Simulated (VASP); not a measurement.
# WAu2 (Fm-3m) in VASP: notebook

The runs below take WAu2 through single point, relaxation of cell and atoms, with PBE.

Program: VASP 6.6.1. These are calculated values, not measurements. Logs are shortened: lines on timing, memory, paths and dates and some standing lists are left out, and cuts for length are marked.

**1. The cell of the first run**

It takes space group Fm-3m (No. 225, cubic). Conventional cell: a = 6.247 Å, b = 6.247 Å, c = 6.247 Å, α = 90.00°, β = 90.00°, γ = 90.00°. Within 3.6 Å of W (site symmetry m-3m) lie 8 Au at 2.70 Å. Within 3.6 Å of Au (site symmetry -43m) lie 4 W at 2.70 Å and 6 Au at 3.12 Å.

**2. Single point, PBE**

Contents of INCAR:

```
PREC = Accurate
ENCUT = 520
EDIFF = 1E-6
ISMEAR = 0
SIGMA = 0.1
LREAL = F
LASPH = T
NELM = 80
ALGO = Normal
ISIF = 2
LWAVE = F
LCHARG = F
GGA = PE
NBANDS = 25
```

Contents of KPOINTS:

```
regular mesh
0
Gamma
  6 6 6
```

Contents of POSCAR:

```
WAu2
1.0
    0.0000000000      3.1234045426      3.1234045426
    3.1234045426      0.0000000000      3.1234045426
    3.1234045426      3.1234045426      0.0000000000
W Au
1 2
Direct
    0.0000000000      0.0000000000      0.0000000000
    0.2500000000      0.2500000000      0.2500000000
    0.7500000000      0.7500000000      0.7500000000
```

Potentials or basis: VASP PAW PBE potentials, release 64 (W_sv, Au).

Command:

```console
> cat potpaw_PBE.64/W_sv/POTCAR potpaw_PBE.64/Au/POTCAR > POTCAR
> mpirun -np 1 vasp_std > vasp.out
```

OUTCAR:

```text
PREC = Accurate
   ENCUT = 520
   EDIFF = 1E-6
   ISMEAR = 0
   LREAL = F
   LASPH = T
   NELM = 80
   ISIF = 2
   GGA = PE

 ion  position               nearest neighbor table
   1  0.000  0.000  0.000-   2 2.70   3 2.70   3 2.70   3 2.70   3 2.70   2 2.70   2 2.70   2 2.70

   2  0.250  0.250  0.250-   1 2.70   1 2.70   1 2.70   1 2.70   3 3.12   3 3.12   3 3.12   3 3.12
                             3 3.12   3 3.12
   3  0.750  0.750  0.750-   1 2.70   1 2.70   1 2.70   1 2.70   2 3.12   2 3.12   2 3.12   2 3.12
                             2 3.12   2 3.12

  LATTYP: Found a face centered cubic cell.
 ALAT       =     6.2468090852

  Lattice vectors:

 A1 = (   0.0000000000,   3.1234045426,   3.1234045426)
 A2 = (   3.1234045426,   0.0000000000,   3.1234045426)
 A3 = (   3.1234045426,   3.1234045426,   0.0000000000)

Analysis of symmetry for initial positions (statically):
=====================================================================
 Subroutine PRICEL returns:
 Original cell was already a primitive cell.

 Routine SETGRP: Setting up the symmetry group for a
 face centered cubic supercell.

 Subroutine GETGRP returns: Found 48 space group operations
 (whereof 48 operations were pure point group operations)
 out of a pool of 48 trial point group operations.

The static configuration has the point symmetry O_h .

Analysis of symmetry for dynamics (positions and initial velocities):
=====================================================================
 Subroutine PRICEL returns:
 Original cell was already a primitive cell.

 Routine SETGRP: Setting up the symmetry group for a
 face centered cubic supercell.

 Subroutine GETGRP returns: Found 48 space group operations
 (whereof 48 operations were pure point group operations)
 out of a pool of 48 trial point group operations.

The dynamic configuration has the point symmetry O_h .

 Subroutine INISYM returns: Found 48 space group operations
 (whereof 48 operations are pure point group operations),
 and found     1 'primitive' translations

----------------------------------------------------------------------------------------

                                     Primitive cell

  volume of cell :      60.9417

  direct lattice vectors                    reciprocal lattice vectors
     0.000000000  3.123404543  3.123404543    -0.160081729  0.160081729  0.160081729
     3.123404543  0.000000000  3.123404543     0.160081729 -0.160081729  0.160081729
     3.123404543  3.123404543  0.000000000     0.160081729  0.160081729 -0.160081729

  length of vectors
     4.417161065  4.417161065  4.417161065     0.277269688  0.277269688  0.277269688

  position of ions in fractional coordinates (direct lattice)
     0.000000000  0.000000000  0.000000000
     0.250000000  0.250000000  0.250000000
     0.750000000  0.750000000  0.750000000

  ion indices of the primitive-cell ions
   primitive index   ion index
                 1           1
                 2           2
                 3           3

----------------------------------------------------------------------------------------

 KPOINTS: regular mesh

Automatic generation of k-mesh.
 Grid dimensions read from file:
 generate k-points for:    6    6    6

 Generating k-lattice:

  Cartesian coordinates                     Fractional coordinates (reciprocal lattice)
    -0.026680288  0.026680288  0.026680288     0.166666667  0.000000000  0.000000000
     0.026680288 -0.026680288  0.026680288     0.000000000  0.166666667  0.000000000
     0.026680288  0.026680288 -0.026680288     0.000000000  0.000000000  0.166666667

  Length of vectors
     0.046211615  0.046211615  0.046211615

  Shift w.r.t. Gamma in fractional coordinates (k-lattice)
     0.000000000  0.000000000  0.000000000

 Subroutine IBZKPT returns following result:
 ===========================================

 Found     16 irreducible k-points:

 Following reciprocal coordinates:
            Coordinates               Weight
  0.000000  0.000000  0.000000      1.000000
  0.166667  0.000000  0.000000      8.000000
  0.333333  0.000000  0.000000      8.000000
  0.500000  0.000000  0.000000      4.000000
  0.166667  0.166667  0.000000      6.000000
  0.333333  0.166667  0.000000     24.000000
[... 8 lines left out ...]
 -0.333333  0.333333  0.166667     24.000000
 -0.333333  0.500000  0.166667     12.000000
   k-points           NKPTS =     16   k-points in BZ     NKDIM =     16   number of bands    NBANDS=     25
   number of dos      NEDOS =    301   number of ions     NIONS =      3
   total plane-waves  NPLWV =  46656
   dimension x,y,z NGX =    36 NGY =   36 NGZ =   36
   dimension x,y,z NGXF=    72 NGYF=   72 NGZF=   72
   ions per type =               1   2
   NGX,Y,Z   is equivalent  to a cutoff of  13.55, 13.55, 13.55 a.u.
   NGXF,Y,Z  is equivalent  to a cutoff of  27.10, 27.10, 27.10 a.u.
 SYSTEM =  unknown system
   PREC   = accura    normal or accurate (medium, high low for compatibility)
   ISTART =      0    job   : 0-new  1-cont  2-samecut
   ICHARG =      2    charge: 1-file 2-atom 10-const
   ISPIN  =      1    spin polarized calculation?
   LNONCOLLINEAR =      F non collinear calculations
   LSORBIT =      F    spin-orbit coupling
   LASPH  =      T    aspherical Exc in radial PAW
   ENCUT  =  520.0 eV  38.22 Ry    6.18 a.u.   8.21  8.21  8.21*2*pi/ulx,y,z
   NELM   =     80;   NELMIN=  2; NELMDL= -5     # of ELM steps
   EDIFF  = 0.1E-05   stopping-criterion for ELM
   LREAL  =      F    real-space projection
   EDIFFG = 0.1E-04   stopping-criterion for IOM
   NSW    =      0    number of steps for IOM
   IBRION =     -1    ionic relax: 0-MD 1-quasi-New 2-CG
   NFREE  =      0    steps in history (QN), initial steepest desc. (CG)
   ISIF   =      2    stress and relaxation
   ISYM   =      2    0-nonsym 1-usesym 2-fastsym
   POTIM  = 0.5000    time-step for ionic-motion
   TEBEG  =    0.0;   TEEND  =   0.0 temperature during run
   PSTRESS=    0.0 pullay stress
   NELECT =      36.0000    total number of electrons
   NUPDOWN=      -1.0000    fix difference up-down
   EMIN   =  10.00;   EMAX   =-10.00  energy-range for DOS
   EFERMI =   0.00;   METHOD = LEGACY
   ISMEAR =     0;   SIGMA  =   0.10  broadening in eV -4-tet -1-fermi 0-gaus
   EFERMI_NEDOS =   21; number of points for ismear=-14 and -15
   IALGO  =     38    algorithm
   IMIX   =      4    mixing-type and parameters
     AMIX     =   0.40;   BMIX     =  1.00
     AMIX_MAG =   1.60;   BMIX_MAG =  1.00
  volume/ion in A,a.u.               =      20.31       137.09
  Fermi-wavevector in a.u.,A,eV,Ry     =   1.373633  2.595790 25.672398  1.886868
  Thomas-Fermi vector in A             =   2.499132
   LORBIT       =      0    0 simple, 1 ext, 2 COOP (PROOUT), +10 PAW based schemes
   GGA     = PE    functional components
   LHFCALC =     F    Hartree Fock is set to
   AEXX    =    0.0000 exact exchange contribution
   IVDW    =     0    specifies the selected vdW correction
   LEPSILON=     F    determine dielectric tensor
   LRPA    =     F    only Hartree local field effects (RPA)
 non-spin polarized calculation
 Gauss-broadening in eV      SIGMA  =   0.10
  energy-cutoff  :      520.00
  volume of cell :       60.94
 maximum number of plane-waves:      1676
 NGX is ok and might be reduce to    36
   NGX = 17   NGY = 17   NGZ = 17

 number of electron      36.0000002 magnetization

 Free energy of the ion-electron system (eV)
  ---------------------------------------------------
  ext. energy  EPLUGINS =         0.00000000
  ---------------------------------------------------
  free energy    TOTEN  =       -16.76767929 eV

  energy without entropy =      -16.75601986  energy(sigma->0) =      -16.76184957

 E-fermi :   7.7916     XC(G=0): -11.6871

 val. band max:        7.7817504234   @ k =   0.3333   0.3333   0.0000
 cond. band min:       7.9110695222   @ k =   0.5000   0.3333   0.0000
 fundamental gap:      0.1293190988
 Fermi energy:         7.7915650427

 k-point     1 :       0.0000    0.0000    0.0000
  band No.  band energies     occupation
      1     -66.9327      2.00000
      2     -31.1035      2.00000
      3     -31.1035      2.00000
      4     -31.1035      2.00000
      5      -1.0923      2.00000
      6       1.3256      2.00000
[... 17 lines left out ...]
     24      16.3344      0.00000
     25      16.3344      0.00000

 k-point     2 :       0.1667    0.0000    0.0000
  band No.  band energies     occupation
      1     -66.9327      2.00000
      2     -31.1049      2.00000
      3     -31.1033      2.00000
      4     -31.1033      2.00000
      5      -0.7012      2.00000
      6       1.4949      2.00000
[... 17 lines left out ...]
     24      15.4137      0.00000
     25      15.7694      0.00000

 k-point     3 :       0.3333    0.0000    0.0000
  band No.  band energies     occupation
      1     -66.9325      2.00000
      2     -31.1077      2.00000
      3     -31.1030      2.00000
      4     -31.1030      2.00000
      5       0.3214      2.00000
      6       1.9695      2.00000
[... 17 lines left out ...]
     24      14.0703      0.00000
     25      15.7888      0.00000

 k-point     4 :       0.5000    0.0000    0.0000
  band No.  band energies     occupation
      1     -66.9325      2.00000
      2     -31.1090      2.00000
      3     -31.1029      2.00000
      4     -31.1029      2.00000
      5       1.1409      2.00000
      6       2.3810      2.00000
[... 17 lines left out ...]
     24      13.7436      0.00000
     25      15.7942      0.00000
[... 253 lines left out ...]
 k-point    14 :       0.5000    0.3333    0.1667
  band No.  band energies     occupation
      1     -66.9324      2.00000
      2     -31.1082      2.00000
      3     -31.1043      2.00000
      4     -31.1027      2.00000
      5       0.8723      2.00000
      6       1.6385      2.00000
[... 17 lines left out ...]
     24      15.3428      0.00000
     25      16.4294      0.00000

 k-point    15 :      -0.3333    0.3333    0.1667
  band No.  band energies     occupation
      1     -66.9324      2.00000
      2     -31.1074      2.00000
      3     -31.1059      2.00000
      4     -31.1026      2.00000
      5       1.3390      2.00000
      6       1.5143      2.00000
[... 17 lines left out ...]
     24      15.8636      0.00000
     25      17.0076      0.00000

 k-point    16 :      -0.3333    0.5000    0.1667
  band No.  band energies     occupation
      1     -66.9324      2.00000
      2     -31.1092      2.00000
      3     -31.1047      2.00000
      4     -31.1024      2.00000
      5       1.3274      2.00000
      6       1.3830      2.00000
[... 17 lines left out ...]
     24      15.4696      0.00000
     25      17.0576      0.00000

------------------------ aborting loop because EDIFF is reached ----------------------------------------

  FORCE on cell =-STRESS in cart. coord.  units (eV):
  Direction    XX          YY          ZZ          XY          YZ          ZX
  --------------------------------------------------------------------------------------
  -------------------------------------------------------------------------------------
  Total       -0.0241280     -0.0241280     -0.0241280     -0.0000000      0.0000000      0.0000000
  in kB       -0.6343341     -0.6343341     -0.6343341     -0.0000000      0.0000000      0.0000000
  external PRESSURE =      -0.6343341 kB  Pullay stress =       0.0000000 kB

 VOLUME and BASIS-vectors are now :
 -----------------------------------------------------------------------------
  energy-cutoff  :      520.00
  volume of cell :       60.94
      direct lattice vectors                 reciprocal lattice vectors
     0.000000000  3.123404543  3.123404543    -0.160081729  0.160081729  0.160081729
     3.123404543  0.000000000  3.123404543     0.160081729 -0.160081729  0.160081729
     3.123404543  3.123404543  0.000000000     0.160081729  0.160081729 -0.160081729

 POSITION                                       TOTAL-FORCE (eV/Angst)
 -----------------------------------------------------------------------------------
      0.00000      0.00000      0.00000         0.000000     -0.000000      0.000000
      1.56170      1.56170      1.56170        -0.000000      0.000000     -0.000000
      4.68511      4.68511      4.68511         0.000000     -0.000000     -0.000000
 -----------------------------------------------------------------------------------
    total drift:                                0.000000      0.000000      0.000000

  FREE ENERGIE OF THE ION-ELECTRON SYSTEM (eV)
  ---------------------------------------------------
  free  energy   TOTEN  =       -16.7676792887 eV

  energy  without entropy=      -16.7560198612  energy(sigma->0) =      -16.76184957
```

It took 28 s on 1 thread of Intel Xeon Platinum 8175M at 2.50GHz (Skylake/Cascade Lake), shared host; peak memory 0.2 GiB.

Results:

| Item | Value |
| --- | --- |
| Free energy | -16.7677 eV |
| Pressure | -0.1 GPa |
| Band gap on the k mesh | zero (band 18 reaches 7.76 eV, above the bottom of band 19 at 7.68 eV) |

Levels at points of the mesh, in eV from the Fermi level:
| k point | band 16 | band 17 | band 18 | band 19 | band 20 | band 21 |
| --- | --- | --- | --- | --- | --- | --- |
| (0.00, 0.00, 0.00) | -1.24 | -1.24 | -1.24 | 0.97 | 0.97 | 3.83 |
| (0.50, 0.00, 0.00) | -4.01 | -0.30 | -0.30 | 0.90 | 0.90 | 1.31 |
| (0.50, 0.50, 0.00) | -1.77 | -1.73 | -0.36 | 0.88 | 0.88 | 0.98 |

Caveat: spin-orbit coupling is left out, which moves the levels of the heavy elements.

**3. Relaxation of cell and atoms, PBE**

This run uses another cell than the first one, of 17.24 Å³/atom, 0.849 times its volume.

Contents of INCAR:

```
PREC = Accurate ; ENCUT = 600
EDIFF = 1E-6 ; ISMEAR = 0
SIGMA = 0.1 ; LREAL = False
LASPH = True ; NELM = 80
ALGO = Normal ; ISIF = 3
LWAVE = False ; LCHARG = False
GGA = PE ; IBRION = 2
NSW = 90 ; EDIFFG = -0.04
```

Contents of KPOINTS:

```
Automatic mesh
0
Gamma
  6 6 6
```

Contents of POSCAR:

```
WAu2
1.0
    0.0000000000      2.9573912389      2.9573912389
    2.9573912389      0.0000000000      2.9573912389
    2.9573912389      2.9573912389      0.0000000000
W Au
1 2
Direct
    0.0000000000      0.0000000000      0.0000000000
    0.2500000000      0.2500000000      0.2500000000
    0.7500000000      0.7500000000      0.7500000000
```

Potentials or basis: VASP PAW PBE potentials, release 64 (W_sv, Au).

Command:

```console
> cat potpaw_PBE.64/W_sv/POTCAR potpaw_PBE.64/Au/POTCAR > POTCAR
> mpirun -np 1 vasp_std > vasp.out
```

It took 1.9 min on 1 thread of Intel Xeon Platinum 8175M at 2.50GHz (Skylake/Cascade Lake), shared host; peak memory 0.22 GiB.

Results (log left out):

* Free energy: -16.7640 eV
* Relaxed volume: 20.31 Å³/atom
* Relaxed cell: a = 4.417 Å, b = 4.417 Å, c = 4.417 Å, α = 60.00°, β = 60.00°, γ = 60.00°
* Space group after relaxing (to 0.05 Å): Fm-3m (No. 225)
* Energy gained by relaxing: 314.2 meV/atom
* Ionic steps: 5
* Pressure after relaxing: 0.0 GPa
* Band gap on the k mesh: zero (band 18 reaches 7.77 eV, above the bottom of band 19 at 7.69 eV)

The path:
```csv
step,energy change (eV),largest force (eV/Å),pressure (GPa),volume (Å³)
1,0.0000,0.0000,38.77,51.73
2,1.9667,0.0000,-21.12,89.68
3,-0.9255,0.0000,-3.56,62.41
4,-0.9414,0.0000,-0.92,61.29
5,-0.9425,0.0000,0.01,60.92
```

Final structure:
```xyz
3
Lattice="0.0000 3.1230 3.1230 3.1230 0.0000 3.1230 3.1230 3.1230 0.0000" Properties=species:S:1:pos:R:3 pbc="T T T"
W     0.0000    0.0000    0.0000
Au    1.5615    1.5615    1.5615
Au    4.6845    4.6845    4.6845
```

Levels at points of the mesh, in eV from the Fermi level:
| k point | band 16 | band 17 | band 18 | band 19 | band 20 | band 21 |
| --- | --- | --- | --- | --- | --- | --- |
| (0.00, 0.00, 0.00) | -1.24 | -1.24 | -1.24 | 0.97 | 0.97 | 3.83 |
| (0.50, 0.00, 0.00) | -4.01 | -0.30 | -0.30 | 0.90 | 0.90 | 1.31 |
| (0.50, 0.50, 0.00) | -1.77 | -1.73 | -0.36 | 0.88 | 0.88 | 0.98 |

Caveat: the volume moved by over 15 % at a fixed basis, so the end points are rough; spin-orbit coupling is left out, which moves the levels of the heavy elements.
